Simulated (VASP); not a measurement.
# Hf (P6_3/mmc) in VASP: a series of runs

The runs below take Hf through relaxation of shape and atoms at fixed volume, with PBEsol.

All numbers are computed with VASP 6.6.1; they aren't measurements. Logs are shortened: lines on timing, memory, paths and dates and some standing lists are left out, and cuts for length are marked.

**1. The cell of the first run**

It takes space group P6_3/mmc (No. 194, hexagonal). The conventional cell has a = 3.202 Å, b = 3.202 Å, c = 5.059 Å, α = 90.00°, β = 90.00°, γ = 120.00°. Within 4.1 Å of Hf (site symmetry -6m2) lie 12 Hf at 3.13 to 3.20 Å.

**2. Relaxation of shape and atoms at fixed volume, PBEsol (volume scaled by 1.040)**

Contents of INCAR:

```
ALGO = Fast
EDIFF = 1E-7
EDIFFG = -0.01
ENCUT = 600
GGA = PS
IBRION = 2
ISIF = 4
ISMEAR = 0
LASPH = True
LCHARG = False
LREAL = False
LWAVE = False
NELM = 100
NSW = 60
PREC = Accurate
SIGMA = 0.05
```

Contents of KPOINTS:

```
k-points
0
Gamma
  16 16 10
```

Contents of POSCAR:

```
Hf
1.0
    3.2023640288      0.0000000000      0.0000000000
   -1.6011820144      2.7733286011      0.0000000000
    0.0000000000      0.0000000000      5.0594020764
Hf
2
Direct
    0.3333333333      0.6666666667      0.2500000000
    0.6666666667      0.3333333333      0.7500000000
```

Potentials or basis: VASP PAW PBE potentials, release 64 (Hf_pv).

The run is started by

```sh
cat potpaw_PBE.64/Hf_pv/POTCAR > POTCAR
mpirun -np 1 vasp_std > vasp.out
```

OUTCAR:

```text
EDIFF = 1E-7
   EDIFFG = -0.01
   ENCUT = 600
   GGA = PS
   IBRION = 2
   ISIF = 4
   ISMEAR = 0
   LASPH = True
   LREAL = False
   NELM = 100
   NSW = 60
   PREC = Accurate

 ion  position               nearest neighbor table
   1  0.333  0.667  0.250-   2 3.13   2 3.13   2 3.13   2 3.13   2 3.13   2 3.13
   2  0.667  0.333  0.750-   1 3.13   1 3.13   1 3.13   1 3.13   1 3.13   1 3.13

  LATTYP: Found a hexagonal cell.
 ALAT       =     3.2023640288
 C/A-ratio  =     1.5798959865

  Lattice vectors:

 A1 = (   3.2023640288,   0.0000000000,   0.0000000000)
 A2 = (  -1.6011820144,   2.7733286011,   0.0000000000)
 A3 = (   0.0000000000,   0.0000000000,   5.0594020764)

Analysis of symmetry for initial positions (statically):
=====================================================================
 Subroutine PRICEL returns:
 Original cell was already a primitive cell.

 Routine SETGRP: Setting up the symmetry group for a
 hexagonal supercell.

 Subroutine GETGRP returns: Found 24 space group operations
 (whereof 12 operations were pure point group operations)
 out of a pool of 24 trial point group operations.

The static configuration has the point symmetry D_3d.
 The point group associated with its full space group is D_6h.

Analysis of symmetry for dynamics (positions and initial velocities):
=====================================================================
 Subroutine PRICEL returns:
 Original cell was already a primitive cell.

 Routine SETGRP: Setting up the symmetry group for a
 hexagonal supercell.

 Subroutine GETGRP returns: Found 24 space group operations
 (whereof 12 operations were pure point group operations)
 out of a pool of 24 trial point group operations.

The dynamic configuration has the point symmetry D_3d.
 The point group associated with its full space group is D_6h.

 Subroutine INISYM returns: Found 24 space group operations
 (whereof 12 operations are pure point group operations),
 and found     1 'primitive' translations

----------------------------------------------------------------------------------------

                                     Primitive cell

  volume of cell :      44.9336

  direct lattice vectors                    reciprocal lattice vectors
     3.202364029  0.000000000  0.000000000     0.312269308  0.180288769  0.000000000
    -1.601182014  2.773328601  0.000000000     0.000000000  0.360577538  0.000000000
     0.000000000  0.000000000  5.059402076     0.000000000  0.000000000  0.197651814
[... 154 lines left out ...]
     0.000000000  0.000000000  5.059402076     0.000000000  0.000000000  0.197651814

 POSITION                                       TOTAL-FORCE (eV/Angst)
 -----------------------------------------------------------------------------------
     -0.00000      1.84889      1.26485        -0.000000      0.000000      0.000000
      1.60118      0.92444      3.79455         0.000000     -0.000000      0.000000
 -----------------------------------------------------------------------------------
    total drift:                               -0.000000      0.000000     -0.000000

  FREE ENERGIE OF THE ION-ELECTRON SYSTEM (eV)
  ---------------------------------------------------
  free  energy   TOTEN  =       -20.9808619789 eV

  energy  without entropy=      -20.9786818124  energy(sigma->0) =      -20.97977190

--------------------------------------- Ionic step        2  -------------------------------------------

 number of electron      20.0000000 magnetization

 Free energy of the ion-electron system (eV)
  ---------------------------------------------------
  ext. energy  EPLUGINS =         0.00000000
  ---------------------------------------------------
  free energy    TOTEN  =       -20.98093198 eV

  energy without entropy =      -20.97882651  energy(sigma->0) =      -20.97987924

 E-fermi :   4.7434     XC(G=0): -11.3716

 val. band max:        4.7416486416   @ k =   0.0000   0.0000   0.3000
 cond. band min:       4.7440294034   @ k =   0.1250   0.0625   0.4000
 fundamental gap:      0.0023807619
 Fermi energy:         4.7433921930

 k-point     1 :       0.0000    0.0000    0.0000
  band No.  band energies     occupation
      1     -26.3105      2.00000
      2     -25.5699      2.00000
      3     -25.5699      2.00000
      4     -25.4433      2.00000
      5     -25.4404      2.00000
      6     -25.4404      2.00000
      7      -2.6425      2.00000
      8       1.0362      2.00000
      9       5.4134      0.00000
     10       5.8890      0.00000
     11       5.8890      0.00000
     12       6.2028      0.00000
     13       6.7128      0.00000
     14       6.7128      0.00000
[... 377 lines left out ...]
      1     -26.0132      2.00000
      2     -25.9801      2.00000
      3     -25.9237      2.00000
      4     -25.7341      2.00000
      5     -25.6149      2.00000
      6     -25.5982      2.00000
      7       0.8338      2.00000
      8       2.9319      2.00000
      9       3.0868      2.00000
     10       3.4887      2.00000
     11       5.1379      0.00000
     12       5.6686      0.00000
     13       5.9649      0.00000
     14       8.5020      0.00000

 [... further k-points ...]

------------------------ aborting loop because EDIFF is reached ----------------------------------------

  FORCE on cell =-STRESS in cart. coord.  units (eV):
  Direction    XX          YY          ZZ          XY          YZ          ZX
  --------------------------------------------------------------------------------------
  -------------------------------------------------------------------------------------
  Total       -1.2640194     -1.2640194     -1.2813657      0.0000000      0.0000000      0.0000000
  in kB      -45.0705766    -45.0705766    -45.6890827      0.0000000      0.0000000      0.0000000
  external PRESSURE =     -45.2767453 kB  Pullay stress =       0.0000000 kB

 VOLUME and BASIS-vectors are now :
 -----------------------------------------------------------------------------
  energy-cutoff  :      600.00
  volume of cell :       44.93
      direct lattice vectors                 reciprocal lattice vectors
     3.204531128  0.000000000  0.000000000     0.312058133  0.180166847 -0.000000000
    -1.602265564  2.775205364  0.000000000    -0.000000000  0.360333694 -0.000000000
     0.000000000  0.000000000  5.052561438     0.000000000  0.000000000  0.197919414

 POSITION                                       TOTAL-FORCE (eV/Angst)
 -----------------------------------------------------------------------------------
     -0.00000      1.85014      1.26314        -0.000000      0.000000      0.000000
      1.60227      0.92507      3.78942         0.000000     -0.000000      0.000000
 -----------------------------------------------------------------------------------
    total drift:                               -0.000000      0.000000     -0.000000

  FREE ENERGIE OF THE ION-ELECTRON SYSTEM (eV)
  ---------------------------------------------------
  free  energy   TOTEN  =       -20.9809319758 eV

  energy  without entropy=      -20.9788265115  energy(sigma->0) =      -20.97987924

 reached required accuracy - stopping structural energy minimisation
```

CONTCAR:

```text
Hf
   1.00000000000000
     3.2045311279410864    0.0000000000000000    0.0000000000000000
    -1.6022655639705432    2.7752053640090724    0.0000000000000000
     0.0000000000000000    0.0000000000000000    5.0525614384913782
  Hf
     2
Direct
     0.3333333332999970    0.6666666667000030    0.2500000000000000
     0.6666666667000030    0.3333333332999970    0.7500000000000000

  0.00000000E+00  0.00000000E+00  0.00000000E+00
  0.00000000E+00  0.00000000E+00  0.00000000E+00
```

It took 5.2 min on 1 thread of Intel Xeon 8259CL, shared host; peak memory 0.27 GiB.

Results:

- Free energy: -20.9809 eV
- Energy gained by relaxing: 0.0 meV/atom
- Ionic steps: 2
- Pressure after relaxing: -4.5 GPa
- Band gap on the k mesh: zero (band 10 reaches 5.89 eV, above the bottom of band 11 at 4.36 eV)

Final structure:
```xyz
2
Lattice="3.2045 0.0000 0.0000 -1.6023 2.7752 0.0000 0.0000 0.0000 5.0526" Properties=species:S:1:pos:R:3 pbc="T T T"
Hf    0.0000    1.8501    1.2631
Hf    1.6023    0.9251    3.7894
```

Caveat: the PAW data sets were made with another functional, which shifts forces and pressure a little; spin-orbit coupling is left out, which moves the levels of the heavy elements.

**3. Relaxation of shape and atoms at fixed volume, PBEsol (volume scaled by 0.880)**

Contents of INCAR:

```
PREC = Accurate ; ENCUT = 600
EDIFF = 1E-6 ; ISMEAR = 0
SIGMA = 0.05 ; LREAL = F
LASPH = T ; NELM = 80
ALGO = Fast ; ISIF = 4
LWAVE = F ; LCHARG = F
GGA = PS ; IBRION = 2
NSW = 60 ; EDIFFG = -0.01
```

Contents of KPOINTS:

```
Automatic mesh
0
Gamma
  18 18 10
```

Contents of POSCAR:

```
Hf
1.0
    3.0225940057      0.0000000000      0.0000000000
   -1.5112970028      2.6176431942      0.0000000000
    0.0000000000      0.0000000000      4.8054082726
Hf
2
Direct
    0.3333333333      0.6666666667      0.2500000000
    0.6666666667      0.3333333333      0.7500000000
```

Potentials or basis: VASP PAW PBE potentials, release 64 (Hf_pv).

The run is started by

```sh
cat potpaw_PBE.64/Hf_pv/POTCAR > POTCAR
mpirun -np 1 vasp_std > vasp.out
```

Wall time 3.6 min (1 thread of Intel Xeon 8259CL, shared host); peak memory 0.27 GiB.

It converged, with:

```
Free energy               : -20.7527 eV
Energy gained by relaxing : 0.0 meV/atom
Ionic steps               : 2
Pressure after relaxing   : 17.7 GPa
Band gap on the k mesh    : zero (band 10 reaches 7.13 eV, above the bottom of band 11 at 5.60 eV)
```

Final structure:
```
Hf
1.0
     3.02082    0.00000    0.00000
    -1.51041    2.61611    0.00000
     0.00000    0.00000    4.81104
Hf
2
Direct
  0.33333 0.66667 0.25000
  0.66667 0.33333 0.75000
```

Levels at points of the mesh, in eV from the Fermi level:
| k point | band 6 | band 7 | band 8 | band 9 | band 10 | band 11 | band 12 | band 13 | band 14 |
| --- | --- | --- | --- | --- | --- | --- | --- | --- | --- |
| (0.00, 0.00, 0.00) | -29.56 | -7.92 | -4.28 | 1.18 | 1.18 | 1.32 | 1.44 | 2.18 | 2.18 |
| (0.50, 0.00, 0.00) | -29.72 | -3.64 | -3.43 | -2.81 | -0.39 | 0.75 | 1.05 | 1.96 | 7.08 |
| (0.00, 0.00, 0.50) | -29.66 | -5.65 | -5.65 | 0.06 | 0.06 | 1.07 | 1.07 | 1.07 | 1.07 |
| (0.50, 0.00, 0.50) | -29.90 | -3.99 | -3.99 | -1.36 | -1.36 | 1.87 | 1.87 | 3.03 | 3.03 |

Caveat: the PAW data sets were made with another functional, which shifts forces and pressure a little; spin-orbit coupling is left out, which moves the levels of the heavy elements.
